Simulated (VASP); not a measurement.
# CuF (Pm-3m) in VASP: notebook

The runs below take CuF through single point, with LDA, PBE, r2SCAN.

All numbers are computed with VASP 6.6.1; they aren't measurements. Logs are shortened: lines on timing, memory, paths and dates and some standing lists are left out, and cuts for length are marked.

**1. The cell of the first run**

Symmetry: Pm-3m, No. 221, cubic system. The conventional cell has a = 2.679 Å, b = 2.679 Å, c = 2.679 Å, α = 90.00°, β = 90.00°, γ = 90.00°. Within 3.1 Å of Cu (site symmetry m-3m) lie 8 F at 2.32 Å and 6 Cu at 2.68 Å. Within 3.1 Å of F (site symmetry m-3m) lie 8 Cu at 2.32 Å and 6 F at 2.68 Å.

**2. Single point, LDA**

Contents of INCAR:

```
PREC = Accurate
ENCUT = 520
EDIFF = 1E-6
ISMEAR = -1
SIGMA = 0.02
LREAL = F
LASPH = T
NELM = 80
ALGO = Normal
ISIF = 2
LWAVE = F
LCHARG = T
LELF = T
LVHAR = T
NBANDS = 16
```

Contents of KPOINTS:

```
regular mesh
0
Gamma
  8 8 8
```

Contents of POSCAR:

```
CuF
1.0
    2.6794788447      0.0000000000      0.0000000000
    0.0000000000      2.6794788447      0.0000000000
    0.0000000000      0.0000000000      2.6794788447
Cu F
1 1
Direct
    0.0000000000      0.0000000000      0.0000000000
    0.5000000000      0.5000000000      0.5000000000
```

Potentials or basis: VASP PAW LDA potentials, release 64 (Cu, F).

Started as:

```bash
cat potpaw_LDA.64/Cu/POTCAR potpaw_LDA.64/F/POTCAR > POTCAR
mpirun -np 1 vasp_std > vasp.out
```

OUTCAR:

```text
PREC = Accurate
   ENCUT = 520
   EDIFF = 1E-6
   ISMEAR = -1
   LREAL = F
   LASPH = T
   NELM = 80
   ISIF = 2

 ion  position               nearest neighbor table
   1  0.000  0.000  0.000-   2 2.32   2 2.32   2 2.32   2 2.32   2 2.32   2 2.32   2 2.32   2 2.32

   2  0.500  0.500  0.500-   1 2.32   1 2.32   1 2.32   1 2.32   1 2.32   1 2.32   1 2.32   1 2.32

  LATTYP: Found a simple cubic cell.
 ALAT       =     2.6794788447

  Lattice vectors:

 A1 = (   2.6794788447,   0.0000000000,   0.0000000000)
 A2 = (   0.0000000000,   2.6794788447,   0.0000000000)
 A3 = (   0.0000000000,   0.0000000000,   2.6794788447)

Analysis of symmetry for initial positions (statically):
=====================================================================
 Subroutine PRICEL returns:
 Original cell was already a primitive cell.

 Routine SETGRP: Setting up the symmetry group for a
 simple cubic supercell.

 Subroutine GETGRP returns: Found 48 space group operations
 (whereof 48 operations were pure point group operations)
 out of a pool of 48 trial point group operations.

The static configuration has the point symmetry O_h .

Analysis of symmetry for dynamics (positions and initial velocities):
=====================================================================
 Subroutine PRICEL returns:
 Original cell was already a primitive cell.

 Routine SETGRP: Setting up the symmetry group for a
 simple cubic supercell.

 Subroutine GETGRP returns: Found 48 space group operations
 (whereof 48 operations were pure point group operations)
 out of a pool of 48 trial point group operations.

The dynamic configuration has the point symmetry O_h .

 Subroutine INISYM returns: Found 48 space group operations
 (whereof 48 operations are pure point group operations),
 and found     1 'primitive' translations

----------------------------------------------------------------------------------------

                                     Primitive cell

  volume of cell :      19.2376

  direct lattice vectors                    reciprocal lattice vectors
     2.679478845  0.000000000  0.000000000     0.373206903  0.000000000  0.000000000
     0.000000000  2.679478845  0.000000000     0.000000000  0.373206903  0.000000000
     0.000000000  0.000000000  2.679478845     0.000000000  0.000000000  0.373206903

  length of vectors
     2.679478845  2.679478845  2.679478845     0.373206903  0.373206903  0.373206903

  position of ions in fractional coordinates (direct lattice)
     0.000000000  0.000000000  0.000000000
     0.500000000  0.500000000  0.500000000

  ion indices of the primitive-cell ions
   primitive index   ion index
                 1           1
                 2           2

----------------------------------------------------------------------------------------

 KPOINTS: regular mesh

Automatic generation of k-mesh.
 Grid dimensions read from file:
 generate k-points for:    8    8    8

 Generating k-lattice:

  Cartesian coordinates                     Fractional coordinates (reciprocal lattice)
     0.046650863  0.000000000  0.000000000     0.125000000  0.000000000  0.000000000
     0.000000000  0.046650863  0.000000000     0.000000000  0.125000000  0.000000000
     0.000000000  0.000000000  0.046650863     0.000000000  0.000000000  0.125000000

  Length of vectors
     0.046650863  0.046650863  0.046650863

  Shift w.r.t. Gamma in fractional coordinates (k-lattice)
     0.000000000  0.000000000  0.000000000

 Subroutine IBZKPT returns following result:
 ===========================================

 Found     35 irreducible k-points:

 Following reciprocal coordinates:
            Coordinates               Weight
  0.000000  0.000000  0.000000      1.000000
  0.125000  0.000000  0.000000      6.000000
  0.250000  0.000000  0.000000      6.000000
  0.375000  0.000000  0.000000      6.000000
  0.500000  0.000000  0.000000      3.000000
  0.125000  0.125000  0.000000     12.000000
[... 16 lines left out ...]
  0.375000  0.375000  0.125000     24.000000
  0.500000  0.375000  0.125000     24.000000
 [... further k-points ...]
   k-points           NKPTS =     35   k-points in BZ     NKDIM =     35   number of bands    NBANDS=     16
   number of dos      NEDOS =    301   number of ions     NIONS =      2
   total plane-waves  NPLWV =   8000
   dimension x,y,z NGX =    20 NGY =   20 NGZ =   20
   dimension x,y,z NGXF=    40 NGYF=   40 NGZF=   40
   ions per type =               1   1
   NGX,Y,Z   is equivalent  to a cutoff of  12.41, 12.41, 12.41 a.u.
   NGXF,Y,Z  is equivalent  to a cutoff of  24.82, 24.82, 24.82 a.u.
 SYSTEM =  unknown system
   PREC   = accura    normal or accurate (medium, high low for compatibility)
   ISTART =      0    job   : 0-new  1-cont  2-samecut
   ICHARG =      2    charge: 1-file 2-atom 10-const
   ISPIN  =      1    spin polarized calculation?
   LNONCOLLINEAR =      F non collinear calculations
   LSORBIT =      F    spin-orbit coupling
   LASPH  =      T    aspherical Exc in radial PAW
   ENCUT  =  520.0 eV  38.22 Ry    6.18 a.u.   4.98  4.98  4.98*2*pi/ulx,y,z
   NELM   =     80;   NELMIN=  2; NELMDL= -5     # of ELM steps
   EDIFF  = 0.1E-05   stopping-criterion for ELM
   LREAL  =      F    real-space projection
   EDIFFG = 0.1E-04   stopping-criterion for IOM
   NSW    =      0    number of steps for IOM
   IBRION =     -1    ionic relax: 0-MD 1-quasi-New 2-CG
   NFREE  =      0    steps in history (QN), initial steepest desc. (CG)
   ISIF   =      2    stress and relaxation
   ISYM   =      2    0-nonsym 1-usesym 2-fastsym
   POTIM  = 0.5000    time-step for ionic-motion
   TEBEG  =    0.0;   TEEND  =   0.0 temperature during run
   PSTRESS=    0.0 pullay stress
   NELECT =      18.0000    total number of electrons
   NUPDOWN=      -1.0000    fix difference up-down
   EMIN   =  10.00;   EMAX   =-10.00  energy-range for DOS
   EFERMI =   0.00;   METHOD = LEGACY
   ISMEAR =    -1;   SIGMA  =   0.02  broadening in eV -4-tet -1-fermi 0-gaus
   EFERMI_NEDOS =   21; number of points for ismear=-14 and -15
   IALGO  =     38    algorithm
   IMIX   =      4    mixing-type and parameters
     AMIX     =   0.40;   BMIX     =  1.00
     AMIX_MAG =   1.60;   BMIX_MAG =  1.00
  volume/ion in A,a.u.               =       9.62        64.91
  Fermi-wavevector in a.u.,A,eV,Ry     =   1.601211  3.025851 34.883676  2.563878
  Thomas-Fermi vector in A             =   2.698225
   LORBIT       =      0    0 simple, 1 ext, 2 COOP (PROOUT), +10 PAW based schemes
   GGA     = CA    functional components
   LHFCALC =     F    Hartree Fock is set to
   AEXX    =    0.0000 exact exchange contribution
   IVDW    =     0    specifies the selected vdW correction
   LEPSILON=     F    determine dielectric tensor
   LRPA    =     F    only Hartree local field effects (RPA)
 non-spin polarized calculation
  energy-cutoff  :      520.00
  volume of cell :       19.24
 maximum number of plane-waves:       552
 NGX is ok and might be reduce to    20
   NGX =  9   NGY =  9   NGZ =  9

 number of electron      17.9999996 magnetization

 Free energy of the ion-electron system (eV)
  ---------------------------------------------------
  ext. energy  EPLUGINS =         0.00000000
  ---------------------------------------------------
  free energy    TOTEN  =        -8.47380187 eV

  energy without entropy =       -8.47185292  energy(sigma->0) =       -8.47282740

 E-fermi :   5.4839     XC(G=0): -12.8383

 val. band max:        5.4758621419   @ k =   0.5000   0.5000   0.5000
 cond. band min:       5.5263678652   @ k =   0.1250   0.1250   0.0000
 fundamental gap:      0.0505057233
 Fermi energy:         5.4839468897

 k-point     1 :       0.0000    0.0000    0.0000
  band No.  band energies     occupation
      1     -18.7473      2.00000
      2       0.7215      2.00000
      3       0.7215      2.00000
      4       0.7215      2.00000
      5       3.2868      2.00000
      6       3.2868      2.00000
[... 8 lines left out ...]
     15      23.0903      0.00000
     16      37.3511      0.00000

 k-point     2 :       0.1250    0.0000    0.0000
  band No.  band energies     occupation
      1     -18.6734      2.00000
      2      -0.1922      2.00000
      3       0.7029      2.00000
      4       0.7029      2.00000
      5       3.3268      2.00000
      6       3.5480      2.00000
[... 8 lines left out ...]
     15      25.1414      0.00000
     16      33.9613      0.00000

 k-point     3 :       0.2500    0.0000    0.0000
  band No.  band energies     occupation
      1     -18.4886      2.00000
      2      -1.6184      2.00000
      3       0.6568      2.00000
      4       0.6568      2.00000
      5       3.4247      2.00000
      6       4.1473      2.00000
[... 8 lines left out ...]
     15      28.1090      0.00000
     16      30.4803      0.00000

 k-point     4 :       0.3750    0.0000    0.0000
  band No.  band energies     occupation
      1     -18.2932      2.00000
      2      -2.6890      2.00000
      3       0.6090      2.00000
      4       0.6090      2.00000
      5       3.5246      2.00000
      6       4.7508      2.00000
[... 8 lines left out ...]
     15      27.9158      0.00000
     16      31.2823      0.00000
[... 324 lines left out ...]
 k-point    22 :       0.5000    0.2500    0.1250
  band No.  band energies     occupation
      1     -17.9820      2.00000
      2      -2.2701      2.00000
      3      -0.5048      2.00000
      4       0.4813      2.00000
      5       3.9002      2.00000
      6       4.4362      2.00000
[... 8 lines left out ...]
     15      27.4834      0.00000
     16      32.3841      0.00000

 k-point    23 :       0.3750    0.3750    0.1250
  band No.  band energies     occupation
      1     -17.9113      2.00000
      2      -1.6163      2.00000
      3      -1.2774      2.00000
      4       0.5705      2.00000
      5       3.8912      2.00000
      6       4.3996      2.00000
[... 8 lines left out ...]
     15      27.7517      0.00000
     16      30.4954      0.00000

 k-point    24 :       0.5000    0.3750    0.1250
  band No.  band energies     occupation
      1     -17.8515      2.00000
      2      -1.7589      2.00000
      3      -1.2362      2.00000
      4       0.6413      2.00000
      5       3.8345      2.00000
      6       4.3687      2.00000
[... 8 lines left out ...]
     15      27.4377      0.00000
     16      29.7223      0.00000

 [... further k-points ...]
[... 5 lines left out ...]
  --------------------------------------------------------------------------------------
  -------------------------------------------------------------------------------------
  Total        0.0027755      0.0027755      0.0027755      0.0000000      0.0000000     -0.0000000
  in kB        0.2311500      0.2311500      0.2311500      0.0000000      0.0000000     -0.0000000
  external PRESSURE =       0.2311500 kB  Pullay stress =       0.0000000 kB

 VOLUME and BASIS-vectors are now :
 -----------------------------------------------------------------------------
  energy-cutoff  :      520.00
  volume of cell :       19.24
      direct lattice vectors                 reciprocal lattice vectors
     2.679478845  0.000000000  0.000000000     0.373206903  0.000000000  0.000000000
     0.000000000  2.679478845  0.000000000     0.000000000  0.373206903  0.000000000
     0.000000000  0.000000000  2.679478845     0.000000000  0.000000000  0.373206903

 POSITION                                       TOTAL-FORCE (eV/Angst)
 -----------------------------------------------------------------------------------
      0.00000      0.00000      0.00000         0.000000      0.000000      0.000000
      1.33974      1.33974      1.33974         0.000000      0.000000      0.000000
 -----------------------------------------------------------------------------------
    total drift:                               -0.000000      0.000000      0.000000

  FREE ENERGIE OF THE ION-ELECTRON SYSTEM (eV)
  ---------------------------------------------------
  free  energy   TOTEN  =        -8.4738018722 eV

  energy  without entropy=       -8.4718529226  energy(sigma->0) =       -8.47282740
```

Run time: 3.8 s. Hardware: 1 thread of Intel Xeon 6975P-C (Granite Rapids), shared host; peak memory 0.12 GiB.

Results:

```
Free energy            : -8.4738 eV
Pressure               : 0.0 GPa
Band gap on the k mesh : zero (band 9 reaches 5.48 eV, above the bottom of band 10 at 5.07 eV)
```

Caveat: semilocal functionals often make such compounds metallic where correlation or magnetic order opens a gap, which also shifts bond lengths. With open d or f shells a metallic result of LDA can be an artefact of self-interaction; +U or a hybrid may open a gap.

**3. Single point, PBE**

This run uses another cell than the first one, of 10.27 Å³/atom, 1.068 times its volume.

Edit INCAR of step 2 so:

```diff
@@ -12,2 +12,3 @@
 LCHARG = T
+GGA = PE
 LELF = T
```

Contents of KPOINTS:

```
Automatic mesh
0
Gamma
  10 10 10
```

Contents of POSCAR:

```
CuF
1.0
    2.7384616677      0.0000000000      0.0000000000
    0.0000000000      2.7384616677      0.0000000000
    0.0000000000      0.0000000000      2.7384616677
Cu F
1 1
Direct
    0.0000000000      0.0000000000      0.0000000000
    0.5000000000      0.5000000000      0.5000000000
```

Potentials or basis: VASP PAW PBE potentials, release 64 (Cu, F).

Started as:

```bash
cat potpaw_PBE.64/Cu/POTCAR potpaw_PBE.64/F/POTCAR > POTCAR
mpirun -np 1 vasp_std > vasp.out
```

OUTCAR:

```text
PREC = Accurate
   ENCUT = 520
   EDIFF = 1E-6
   ISMEAR = -1
   LREAL = F
   LASPH = T
   NELM = 80
   ISIF = 2
   GGA = PE

 ion  position               nearest neighbor table
   1  0.000  0.000  0.000-
   2  0.500  0.500  0.500-

  LATTYP: Found a simple cubic cell.
 ALAT       =     2.7384616677

  Lattice vectors:

 A1 = (   2.7384616677,   0.0000000000,   0.0000000000)
 A2 = (   0.0000000000,   2.7384616677,   0.0000000000)
 A3 = (   0.0000000000,   0.0000000000,   2.7384616677)

Analysis of symmetry for initial positions (statically):
=====================================================================
 Subroutine PRICEL returns:
 Original cell was already a primitive cell.

 Routine SETGRP: Setting up the symmetry group for a
 simple cubic supercell.

 Subroutine GETGRP returns: Found 48 space group operations
 (whereof 48 operations were pure point group operations)
 out of a pool of 48 trial point group operations.

[... 149 lines left out ...]
   NGX = 11   NGY = 11   NGZ = 11

 number of electron      17.9999961 magnetization

 Free energy of the ion-electron system (eV)
  ---------------------------------------------------
  ext. energy  EPLUGINS =         0.00000000
  ---------------------------------------------------
  free energy    TOTEN  =        -6.96635637 eV

  energy without entropy =       -6.96423522  energy(sigma->0) =       -6.96529579

 E-fermi :   5.0201     XC(G=0): -11.8695

 val. band max:        5.0164484994   @ k =   0.5000   0.5000   0.1000
 cond. band min:       5.0226858492   @ k =   0.5000   0.5000   0.2000
 fundamental gap:      0.0062373498
 Fermi energy:         5.0201497986

 k-point     1 :       0.0000    0.0000    0.0000
  band No.  band energies     occupation
      1     -19.1134      2.00000
      2       0.5625      2.00000
      3       0.5625      2.00000
      4       0.5625      2.00000
      5       3.1124      2.00000
      6       3.1124      2.00000
[... 433 lines left out ...]
      3       0.2399      2.00000
      4       0.2715      2.00000
      5       3.4187      2.00000
      6       4.1364      2.00000
[... 8 lines left out ...]
     15      28.9515      0.00000
     16      29.1215      0.00000

 [... further k-points ...]
[... 5 lines left out ...]
  --------------------------------------------------------------------------------------
  -------------------------------------------------------------------------------------
  Total        0.8292542      0.8292542      0.8292542     -0.0000000      0.0000000      0.0000000
  in kB       64.6961217     64.6961217     64.6961217     -0.0000000      0.0000000      0.0000000
  external PRESSURE =      64.6961217 kB  Pullay stress =       0.0000000 kB

 VOLUME and BASIS-vectors are now :
 -----------------------------------------------------------------------------
  energy-cutoff  :      520.00
  volume of cell :       20.54
      direct lattice vectors                 reciprocal lattice vectors
     2.738461668  0.000000000  0.000000000     0.365168522  0.000000000  0.000000000
     0.000000000  2.738461668  0.000000000     0.000000000  0.365168522  0.000000000
     0.000000000  0.000000000  2.738461668     0.000000000  0.000000000  0.365168522

 POSITION                                       TOTAL-FORCE (eV/Angst)
 -----------------------------------------------------------------------------------
      0.00000      0.00000      0.00000         0.000000      0.000000      0.000000
      1.36923      1.36923      1.36923         0.000000      0.000000      0.000000
 -----------------------------------------------------------------------------------
    total drift:                                0.000000      0.000000      0.000000

  FREE ENERGIE OF THE ION-ELECTRON SYSTEM (eV)
  ---------------------------------------------------
  free  energy   TOTEN  =        -6.9663563713 eV

  energy  without entropy=       -6.9642352186  energy(sigma->0) =       -6.96529579
```

OSZICAR:

```text
N       E                     dE             d eps       ncg     rms          rms(c)
DAV:   1     0.952621121776E+02    0.95262E+02   -0.97212E+03  2008   0.179E+03
DAV:   2    -0.338646229546E+01   -0.98649E+02   -0.88915E+02  1984   0.296E+02
DAV:   3    -0.785232083207E+01   -0.44659E+01   -0.43300E+01  2072   0.634E+01
DAV:   4    -0.789838028815E+01   -0.46059E-01   -0.46054E-01  2080   0.609E+00
DAV:   5    -0.789912767126E+01   -0.74738E-03   -0.74737E-03  2320   0.773E-01    0.635E+00
DAV:   6    -0.747012574873E+01    0.42900E+00   -0.38641E+00  2376   0.504E+01    0.536E+00
DAV:   7    -0.697772159577E+01    0.49240E+00   -0.11954E+00  2104   0.377E+01    0.101E+00
DAV:   8    -0.697005294716E+01    0.76686E-02   -0.69800E-02  1944   0.258E+00    0.383E-01
DAV:   9    -0.696638113351E+01    0.36718E-02   -0.41982E-03  2480   0.118E+00    0.886E-02
DAV:  10    -0.696642591721E+01   -0.44784E-04   -0.92429E-04  2352   0.503E-01    0.691E-02
DAV:  11    -0.696637856511E+01    0.47352E-04   -0.17495E-04  2200   0.338E-01    0.380E-02
DAV:  12    -0.696635654498E+01    0.22020E-04   -0.58796E-05  2488   0.991E-02    0.451E-03
DAV:  13    -0.696635637128E+01    0.17369E-06   -0.12230E-06  1760   0.129E-02
   1 F= -.69663564E+01 E0= -.69652958E+01  d E =-.212115E-02
```

It took 6.4 s on 1 thread of Intel Xeon 6975P-C (Granite Rapids), shared host; peak memory 0.13 GiB.

Results:

- Free energy: -6.9664 eV
- Pressure: 6.5 GPa
- Band gap on the k mesh: zero (band 9 reaches 5.04 eV, above the bottom of band 10 at 4.67 eV)

Caveat: semilocal functionals often make such compounds metallic where correlation or magnetic order opens a gap, which also shifts bond lengths.

(Continued in part 2 of 2.)
